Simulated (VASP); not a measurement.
Wanted: the native input for a VASP 6.6.1 run.

```yaml
Task: single point
Functional: PBE
Potentials_or_basis: VASP PAW PBE potentials, release 64 (Mo_sv, W_sv)
Cutoff: 520 eV
k_mesh: 12 × 12 × 12
Occupations: gaussian, width 0.1 eV
Spin: no spin polarisation
Dipole_correction: no
Further_INCAR_settings: ALGO = Fast; EDIFF = 1e-06; NBANDS = 43
```

The structure of Mo2W3 lies in POSCAR:

```
Mo2W3
1.0
    2.2446513159      1.2959500415      4.5807757734
   -2.2446513159      1.2959500415      4.5807757734
    0.0000000000     -2.5919000829      4.5807757735
Mo W
2 3
Direct
    0.6000300507      0.6000300507      0.6000300507
    0.3999699493      0.3999699493      0.3999699493
    0.2001556787      0.2001556787      0.2001556787
    0.0000000000      0.0000000000      0.0000000000
    0.7998443213      0.7998443213      0.7998443213
```

The input as run:

INCAR

```
  PREC = Accurate
  ENCUT = 520
  EDIFF = 1E-6
  ISMEAR = 0
  SIGMA = 0.1
  LREAL = False
  LASPH = True
  NELM = 60
  ALGO = Fast
  ISIF = 2
  LWAVE = False
  LCHARG = True
  GGA = PE
  LELF = True
  LVHAR = True
  NBANDS = 43
```

KPOINTS

```
Automatic mesh
0
Gamma
  12 12 12
```

Potentials or basis: VASP PAW PBE potentials, release 64 (Mo_sv, W_sv).

Run with:

```sh
$ cat potpaw_PBE.64/Mo_sv/POTCAR potpaw_PBE.64/W_sv/POTCAR > POTCAR
$ mpirun -np 1 vasp_std > vasp.out
```

It gave:

```yaml
Pressure: 0.5 GPa
Largest_force: 0.010 eV/Å
Band_gap_on_the_k_mesh: zero (band 35 reaches 13.36 eV, above the bottom of band 36 at 10.43 eV)
```

Caveat: spin-orbit coupling is left out, which moves the levels of the heavy elements.

It took 15 min on 1 thread of Intel(R) Xeon(R) Platinum 8259CL CPU @ 2.50GHz (Skylake/Cascade Lake) (shared host), peak memory 0.62 GiB.
